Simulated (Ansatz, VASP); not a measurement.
HgTe: VASP beside Ansatz

File INCAR:

```
PREC = Accurate
ENCUT = 600
EDIFF = 1E-6
ISMEAR = -1
SIGMA = 0.05
LREAL = F
LASPH = T
NELM = 80
ALGO = Normal
ISIF = 3
LWAVE = F
LCHARG = F
GGA = PE
IBRION = 2
NSW = 60
EDIFFG = -0.005
```

The input KPOINTS:

```
regular mesh
0
Gamma
  12 12 12
```

File POSCAR:

```
HgTe
1.0
    0.0000000000      2.9783528050      2.9783528050
    2.9783528050      0.0000000000      2.9783528050
    2.9783528050      2.9783528050      0.0000000000
Hg Te
1 1
Direct
    0.0000000000      0.0000000000      0.0000000000
    0.5000000000      0.5000000000      0.5000000000
```

Input for Ansatz:

```yaml
crystal:
  lattice:
    - [0.0, 2.978352805, 2.978352805]
    - [2.978352805, 0.0, 2.978352805]
    - [2.978352805, 2.978352805, 0.0]
  atoms:
    - { symbol: Hg, position: [0.0, 0.0, 0.0] }
    - { symbol: Te, position: [0.5, 0.5, 0.5] }
kpoints:
  mp_grid: { grid: [12, 12, 12] }
scf:
  occupations: { method: fermi_dirac, width: 0.05 }
hamiltonian:
  xc: pbe
  pseudopotentials: { kind: paw }
output:
  forces: true
  stress: true
  write_density: true
  write_potential: true
  elf: true
  volumetric_format: npy
relax:
  f_tol: 0.005
  max_steps: 40
  cell: {}
```

Alike in both runs: task relaxation of cell and atoms; functional PBE; k mesh 12 × 12 × 12; occupations fermi-dirac, width 0.05 eV; no spin polarisation.

|  | VASP | Ansatz |
| --- | --- | --- |
| version | VASP 6.6.1 | Ansatz 0.2.0 |
| potentials or method | VASP PAW PBE potentials, release 64 (Hg, Te) | PAW with Ansatz's default frozen-core files, scalar-relativistic |
| plane-wave cutoff (eV) | 600 | 420 |
| valence electrons in the cell | 18 | 36 |

VASP gave:

| Item | Value |
| --- | --- |
| relaxed volume (Å³/atom) | 29.05 |
| relaxed length of the cell vector where the two differ most in proportion (Å) | 4.348 |

Problem. What did Ansatz give for the same quantities?

Solution. Relaxed volume (Å³/atom): 29.01; relaxed length of the cell vector where the two differ most in proportion (Å): 4.346.

VASP's potentials hold 18 valence electrons a cell and Ansatz's 36, so a difference there can come from the potentials and not from the codes.

Neither program's run includes spin-orbit coupling.
